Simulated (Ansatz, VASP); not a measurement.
## MoS2 in VASP and in Ansatz

Contents of INCAR:

```
ALGO = Normal
EDIFF = 1E-6
ENCUT = 520
GGA = PE
ISIF = 2
ISMEAR = 0
IVDW = 12
LASPH = True
LCHARG = True
LELF = True
LREAL = False
LVHAR = True
LWAVE = False
NBANDS = 35
NELM = 80
PREC = Accurate
SIGMA = 0.05
```

KPOINTS

```
k-points
0
Gamma
  12 12 4
```

File POSCAR:

```
MoS2
1.0
    3.2753000000      0.0000000000      0.0000000000
   -1.6376500000      2.8364930050      0.0000000000
    0.0000000000      0.0000000000     11.4426000000
Mo S
2 4
Direct
    0.6666666667      0.3333333333      0.2501439769
    0.3333333333      0.6666666667      0.7498560231
    0.3333333333      0.6666666667      0.3795985159
    0.6666666667      0.3333333333      0.8793132861
    0.3333333333      0.6666666667      0.1206867139
    0.6666666667      0.3333333333      0.6204014841
```

Input for Ansatz:

```yaml
crystal:
  lattice:
    - [3.2753, 0.0, 0.0]
    - [-1.63765, 2.836493005, 0.0]
    - [0.0, 0.0, 11.4426]
  atoms:
    - { symbol: Mo, position: [0.6666666667, 0.3333333333, 0.2501439769] }
    - { symbol: Mo, position: [0.3333333333, 0.6666666667, 0.7498560231] }
    - { symbol: S, position: [0.3333333333, 0.6666666667, 0.3795985159] }
    - { symbol: S, position: [0.6666666667, 0.3333333333, 0.8793132861] }
    - { symbol: S, position: [0.3333333333, 0.6666666667, 0.1206867139] }
    - { symbol: S, position: [0.6666666667, 0.3333333333, 0.6204014841] }
basis:
  ecutwfc: 420
kpoints:
  mp_grid: { grid: [12, 12, 4] }
hamiltonian:
  xc: pbe
  pseudopotentials: { kind: paw, azcp: { folder: soft_1 } }
  dispersion: d3bj
scf:
  occupations: { method: gaussian, width: 0.05 }
output:
  forces: true
  stress: true
  eigenvalues: true
```

Alike in both runs: task single point; functional PBE; dispersion D3(BJ); k mesh 12 × 12 × 4; occupations gaussian, width 0.05 eV; no spin polarisation.

|  | VASP | Ansatz |
| --- | --- | --- |
| version | VASP 6.6.1 | Ansatz 0.2.0 |
| potentials or method | VASP PAW PBE potentials, release 64 (Mo_sv, S), cutoff 520 eV | scalar-relativistic, plane waves, PAW |
| valence electrons in the cell | 52 | 52 |

```tsv
	VASP	Ansatz	Ansatz less VASP
gap on the k mesh at the Fermi level (eV)	none	none	-
pressure (GPa)	-2.2	-2.1	+0.15
traceless stress, the component that is largest in VASP (GPa)	10.92	10.93	+0.011
rms of the force components (eV/Å)	0.341	0.347	+0.0067
```

Atom by atom the forces differ by 0.007 eV/Å (rms over components). A gap of «none» marks a metal or a gap that the smearing closes.
